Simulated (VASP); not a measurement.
# SiMo3 (P4_2/mmc) in VASP: single point with PBEsol

Aim: the single point of SiMo3 with PBEsol.

Everything below comes from runs of VASP 6.6.1. Logs are shortened: lines on timing, memory, paths and dates and some standing lists are left out, and cuts for length are marked.

### 1 The cell of the first run

Symmetry: P4_2/mmc, No. 131, tetragonal system. The conventional cell has a = 5.153 Å, b = 5.153 Å, c = 4.862 Å, α = 90.00°, β = 90.00°, γ = 90.00°. Si (site symmetry mmm) has 12 Mo at 2.75 to 2.88 Å within 3.6 Å. Mo (site symmetry m2m) has 10 Mo at 2.58 to 3.13 Å and 4 Si at 2.75 to 2.88 Å within 3.4 Å. Within 3.2 Å of Mo (site symmetry -4m2) lie 10 Mo at 2.43 to 3.13 Å and 4 Si at 2.85 Å.

### 2 Single point, PBEsol (strain +0.0600 x Voigt [1, 1, 0, 0, 0, 0])

Input file INCAR:

```
PREC = Accurate
ENCUT = 520
EDIFF = 1E-6
ISMEAR = 0
SIGMA = 0.15
LREAL = F
LASPH = T
NELM = 60
ALGO = Fast
ISIF = 2
LWAVE = F
LCHARG = T
GGA = PS
LELF = T
LVHAR = T
NBANDS = 56
```

Input file KPOINTS:

```
Automatic mesh
0
Gamma
  8 8 8
```

Input file POSCAR:

```
SiMo3
1.0
    5.1532802771      0.0000000000      0.0000000000
    0.0000000000      5.1532802771      0.0000000000
    0.0000000000      0.0000000000      4.8615851671
Si Mo
2 6
Direct
    0.0000000000      0.0000000000      0.0000000000
    0.5000000000      0.5000000000      0.5000000000
    0.2500000000      0.0000000000      0.5000000000
    0.5000000000      0.7500000000      0.0000000000
    0.7500000000      0.0000000000      0.5000000000
    0.5000000000      0.2500000000      0.0000000000
    0.0000000000      0.5000000000      0.7500000000
    0.0000000000      0.5000000000      0.2500000000
```

Potentials or basis: VASP PAW PBE potentials, release 64 (Si, Mo_sv).

Started as:

```sh
$ cat potpaw_PBE.64/Si/POTCAR potpaw_PBE.64/Mo_sv/POTCAR > POTCAR
$ mpirun -np 1 vasp_std > vasp.out
```

OUTCAR:

```text
PREC = Accurate
   ENCUT = 520
   EDIFF = 1E-6
   ISMEAR = 0
   LREAL = F
   LASPH = T
   NELM = 60
   ISIF = 2
   GGA = PS

 ion  position               nearest neighbor table
   1  0.000  0.000  0.000-   3 2.75   5 2.75   3 2.75   5 2.75   7 2.85   8 2.85   7 2.85   8 2.85
                             4 2.88   6 2.88   4 2.88   6 2.88
   2  0.500  0.500  0.500-   4 2.75   6 2.75   4 2.75   6 2.75   7 2.85   8 2.85   7 2.85   8 2.85
                             3 2.88   5 2.88   5 2.88   3 2.88
   3  0.250  0.000  0.500-   5 2.58   5 2.58   1 2.75   1 2.75   2 2.88   2 2.88   4 3.04   6 3.04
                             6 3.04   4 3.04   8 3.13   7 3.13   8 3.13   7 3.13
   4  0.500  0.750  0.000-   6 2.58   6 2.58   2 2.75   2 2.75   1 2.88   1 2.88   3 3.04   5 3.04
                             3 3.04   5 3.04   8 3.13   7 3.13   7 3.13   8 3.13
   5  0.750  0.000  0.500-   3 2.58   3 2.58   1 2.75   1 2.75   2 2.88   2 2.88   4 3.04   6 3.04
                             6 3.04   4 3.04   8 3.13   7 3.13   8 3.13   7 3.13
   6  0.500  0.250  0.000-   4 2.58   4 2.58   2 2.75   2 2.75   1 2.88   1 2.88   3 3.04   5 3.04
                             5 3.04   3 3.04   8 3.13   7 3.13   7 3.13   8 3.13
   7  0.000  0.500  0.750-   8 2.43   8 2.43   1 2.85   2 2.85   1 2.85   2 2.85   3 3.13   4 3.13
                             5 3.13   3 3.13   5 3.13   6 3.13   4 3.13   6 3.13
   8  0.000  0.500  0.250-   7 2.43   7 2.43   1 2.85   2 2.85   1 2.85   2 2.85   3 3.13   4 3.13
                             5 3.13   3 3.13   5 3.13   6 3.13   4 3.13   6 3.13

  LATTYP: Found a simple tetragonal cell.
 ALAT       =     5.1532802771
 C/A-ratio  =     0.9433962264

  Lattice vectors:

 A1 = (   5.1532802771,   0.0000000000,   0.0000000000)
 A2 = (   0.0000000000,   5.1532802771,   0.0000000000)
 A3 = (   0.0000000000,   0.0000000000,   4.8615851671)

Analysis of symmetry for initial positions (statically):
=====================================================================
 Subroutine PRICEL returns:
 Original cell was already a primitive cell.

 Routine SETGRP: Setting up the symmetry group for a
 simple tetragonal supercell.

 Subroutine GETGRP returns: Found 16 space group operations
 (whereof  8 operations were pure point group operations)
 out of a pool of 16 trial point group operations.

The static configuration has the point symmetry D_2h.
 The point group associated with its full space group is D_4h.

Analysis of symmetry for dynamics (positions and initial velocities):
=====================================================================
 Subroutine PRICEL returns:
 Original cell was already a primitive cell.

 Routine SETGRP: Setting up the symmetry group for a
 simple tetragonal supercell.

 Subroutine GETGRP returns: Found 16 space group operations
 (whereof  8 operations were pure point group operations)
 out of a pool of 16 trial point group operations.

The dynamic configuration has the point symmetry D_2h.
 The point group associated with its full space group is D_4h.

 Subroutine INISYM returns: Found 16 space group operations
 (whereof  8 operations are pure point group operations),
 and found     1 'primitive' translations

----------------------------------------------------------------------------------------

                                     Primitive cell

  volume of cell :     129.1057

  direct lattice vectors                    reciprocal lattice vectors
     5.153280277  0.000000000  0.000000000     0.194051157  0.000000000  0.000000000
     0.000000000  5.153280277  0.000000000     0.000000000  0.194051157  0.000000000
     0.000000000  0.000000000  4.861585167     0.000000000  0.000000000  0.205694226

  length of vectors
     5.153280277  5.153280277  4.861585167     0.194051157  0.194051157  0.205694226

  position of ions in fractional coordinates (direct lattice)
     0.000000000  0.000000000  0.000000000
     0.500000000  0.500000000  0.500000000
     0.250000000  0.000000000  0.500000000
     0.500000000  0.750000000  0.000000000
     0.750000000  0.000000000  0.500000000
     0.500000000  0.250000000  0.000000000
     0.000000000  0.500000000  0.750000000
     0.000000000  0.500000000  0.250000000

  ion indices of the primitive-cell ions
   primitive index   ion index
                 1           1
                 2           2
                 3           3
                 4           4
                 5           5
                 6           6
                 7           7
                 8           8

----------------------------------------------------------------------------------------

 KPOINTS: Automatic mesh

Automatic generation of k-mesh.
 Grid dimensions read from file:
 generate k-points for:    8    8    8

 Generating k-lattice:

  Cartesian coordinates                     Fractional coordinates (reciprocal lattice)
     0.024256395  0.000000000  0.000000000     0.125000000  0.000000000  0.000000000
     0.000000000  0.024256395  0.000000000     0.000000000  0.125000000  0.000000000
     0.000000000  0.000000000  0.025711778     0.000000000  0.000000000  0.125000000

  Length of vectors
     0.024256395  0.024256395  0.025711778

  Shift w.r.t. Gamma in fractional coordinates (k-lattice)
     0.000000000  0.000000000  0.000000000

 Subroutine IBZKPT returns following result:
 ===========================================

 Found     75 irreducible k-points:

 Following reciprocal coordinates:
            Coordinates               Weight
  0.000000  0.000000  0.000000      1.000000
  0.125000  0.000000  0.000000      4.000000
  0.250000  0.000000  0.000000      4.000000
  0.375000  0.000000  0.000000      4.000000
  0.500000  0.000000  0.000000      2.000000
  0.125000  0.125000  0.000000      4.000000
[... 16 lines left out ...]
  0.375000  0.125000  0.125000     16.000000
  0.500000  0.125000  0.125000      8.000000
 [... further k-points ...]
   k-points           NKPTS =     75   k-points in BZ     NKDIM =     75   number of bands    NBANDS=     56
   number of dos      NEDOS =    301   number of ions     NIONS =      8
   total plane-waves  NPLWV =  57600
   dimension x,y,z NGX =    40 NGY =   40 NGZ =   36
   dimension x,y,z NGXF=    80 NGYF=   80 NGZF=   72
   ions per type =               2   6
   NGX,Y,Z   is equivalent  to a cutoff of  12.90, 12.90, 12.31 a.u.
   NGXF,Y,Z  is equivalent  to a cutoff of  25.81, 25.81, 24.62 a.u.
 SYSTEM =  unknown system
   PREC   = accura    normal or accurate (medium, high low for compatibility)
   ISTART =      0    job   : 0-new  1-cont  2-samecut
   ICHARG =      2    charge: 1-file 2-atom 10-const
   ISPIN  =      1    spin polarized calculation?
   LNONCOLLINEAR =      F non collinear calculations
   LSORBIT =      F    spin-orbit coupling
   LASPH  =      T    aspherical Exc in radial PAW
   ENCUT  =  520.0 eV  38.22 Ry    6.18 a.u.   9.58  9.58  9.04*2*pi/ulx,y,z
   NELM   =     60;   NELMIN=  2; NELMDL= -5     # of ELM steps
   EDIFF  = 0.1E-05   stopping-criterion for ELM
   LREAL  =      F    real-space projection
   EDIFFG = 0.1E-04   stopping-criterion for IOM
   NSW    =      0    number of steps for IOM
   IBRION =     -1    ionic relax: 0-MD 1-quasi-New 2-CG
   NFREE  =      0    steps in history (QN), initial steepest desc. (CG)
   ISIF   =      2    stress and relaxation
   ISYM   =      2    0-nonsym 1-usesym 2-fastsym
   POTIM  = 0.5000    time-step for ionic-motion
   TEBEG  =    0.0;   TEEND  =   0.0 temperature during run
   PSTRESS=    0.0 pullay stress
   NELECT =      92.0000    total number of electrons
   NUPDOWN=      -1.0000    fix difference up-down
   EMIN   =  10.00;   EMAX   =-10.00  energy-range for DOS
   EFERMI =   0.00;   METHOD = LEGACY
   ISMEAR =     0;   SIGMA  =   0.15  broadening in eV -4-tet -1-fermi 0-gaus
   EFERMI_NEDOS =   21; number of points for ismear=-14 and -15
   IALGO  =     68    algorithm
   IMIX   =      4    mixing-type and parameters
     AMIX     =   0.40;   BMIX     =  1.00
     AMIX_MAG =   1.60;   BMIX_MAG =  1.00
  volume/ion in A,a.u.               =      16.14       108.91
  Fermi-wavevector in a.u.,A,eV,Ry     =   1.462252  2.763256 29.091727  2.138182
  Thomas-Fermi vector in A             =   2.578488
   LORBIT       =      0    0 simple, 1 ext, 2 COOP (PROOUT), +10 PAW based schemes
   GGA     = PS    functional components
   LHFCALC =     F    Hartree Fock is set to
   AEXX    =    0.0000 exact exchange contribution
   IVDW    =     0    specifies the selected vdW correction
   LEPSILON=     F    determine dielectric tensor
   LRPA    =     F    only Hartree local field effects (RPA)
 non-spin polarized calculation
 RMM-DIIS sequential band-by-band and
 Gauss-broadening in eV      SIGMA  =   0.15
  energy-cutoff  :      520.00
  volume of cell :      129.11
 maximum number of plane-waves:      3514
 NGX is ok and might be reduce to    40
   NGX = 19   NGY = 19   NGZ = 19

 number of electron      91.9999985 magnetization

 Free energy of the ion-electron system (eV)
  ---------------------------------------------------
  ext. energy  EPLUGINS =         0.00000000
  ---------------------------------------------------
  free energy    TOTEN  =       -83.75983759 eV

  energy without entropy =      -83.70617413  energy(sigma->0) =      -83.73300586

 E-fermi :  11.1201     XC(G=0): -12.7029

 val. band max:       11.1178657378   @ k =   0.5000   0.0000   0.2500
 cond. band min:      11.1402577422   @ k =   0.5000   0.1250   0.3750
 fundamental gap:      0.0223920045
 Fermi energy:        11.1200503443

 k-point     1 :       0.0000    0.0000    0.0000
  band No.  band energies     occupation
      1     -50.0851      2.00000
      2     -49.9764      2.00000
      3     -49.9229      2.00000
      4     -49.7424      2.00000
      5     -49.7424      2.00000
      6     -49.6883      2.00000
[... 1405 lines left out ...]
     55      13.3606      0.00000
     56      13.7441      0.00000

 [... further k-points ...]

------------------------ aborting loop because EDIFF is reached ----------------------------------------

  FORCE on cell =-STRESS in cart. coord.  units (eV):
  Direction    XX          YY          ZZ          XY          YZ          ZX
  --------------------------------------------------------------------------------------
  -------------------------------------------------------------------------------------
  Total      -22.4447516    -22.4447516    -10.7832291      0.0000000      0.0000000      0.0000000
  in kB     -278.5351190   -278.5351190   -133.8178318      0.0000000      0.0000000      0.0000000
  external PRESSURE =    -230.2960232 kB  Pullay stress =       0.0000000 kB

 VOLUME and BASIS-vectors are now :
 -----------------------------------------------------------------------------
  energy-cutoff  :      520.00
  volume of cell :      129.11
      direct lattice vectors                 reciprocal lattice vectors
     5.153280277  0.000000000  0.000000000     0.194051157  0.000000000  0.000000000
     0.000000000  5.153280277  0.000000000     0.000000000  0.194051157  0.000000000
     0.000000000  0.000000000  4.861585167     0.000000000  0.000000000  0.205694226

 POSITION                                       TOTAL-FORCE (eV/Angst)
 -----------------------------------------------------------------------------------
      0.00000      0.00000      0.00000         0.000000     -0.000000     -0.000000
      2.57664      2.57664      2.43079         0.000000     -0.000000     -0.000000
      1.28832      0.00000      2.43079        -0.069189     -0.000000     -0.000000
      2.57664      3.86496      0.00000         0.000000     -0.069189      0.000000
      3.86496      0.00000      2.43079         0.069189     -0.000000     -0.000000
      2.57664      1.28832      0.00000        -0.000000      0.069189     -0.000000
      0.00000      2.57664      3.64619         0.000000     -0.000000     -0.000000
      0.00000      2.57664      1.21540         0.000000     -0.000000      0.000000
 -----------------------------------------------------------------------------------
    total drift:                                0.000000     -0.000000      0.000000

  FREE ENERGIE OF THE ION-ELECTRON SYSTEM (eV)
  ---------------------------------------------------
  free  energy   TOTEN  =       -83.7598375869 eV

  energy  without entropy=      -83.7061741302  energy(sigma->0) =      -83.73300586
```

Run time: 6.2 min. Hardware: 1 thread of AMD EPYC 9R45 (Zen 5), shared host; peak memory 0.46 GiB.

What came out:

- Free energy: -83.7598 eV
- Pressure: -23.0 GPa
- Largest force: 0.069 eV/Å
- Band gap on the k mesh: zero (bands 46 and 47 overlap by 1.92 eV)

Forces in eV/Å, atoms in the order of the input:
```
Si   0.000  0.000  0.000
Si   0.000  0.000  0.000
Mo  -0.069  0.000  0.000
Mo   0.000 -0.069  0.000
Mo   0.069  0.000  0.000
Mo   0.000  0.069  0.000
Mo   0.000  0.000  0.000
Mo   0.000  0.000  0.000
```

Levels at points of the mesh, in eV from the Fermi level:
```csv
k point,band 44,band 45,band 46,band 47,band 48,band 49
"(0.00, 0.00, 0.00)",-1.29,1.01,1.01,1.22,1.39,1.90
"(0.50, 0.00, 0.00)",-1.63,0.04,0.33,0.86,0.94,1.18
"(0.50, 0.50, 0.00)",-0.90,-0.77,-0.44,-0.38,-0.26,-0.05
"(0.00, 0.00, 0.50)",-1.45,0.14,0.14,0.75,0.75,1.10
"(0.50, 0.00, 0.50)",-0.94,-0.82,-0.65,-0.63,-0.41,-0.14
"(0.50, 0.50, 0.50)",-1.35,-1.21,-1.21,-0.84,-0.84,1.02
```

Caveat: the cell differs from its parent crystal (strain +0.0600 x Voigt [1, 1, 0, 0, 0, 0]); the stress differs along the axes, from -28 to -13 GPa; the PAW data sets were made with another functional, which shifts forces and pressure a little.

The gap in the log of VASP goes by the Fermi energy; the results here count the filled bands.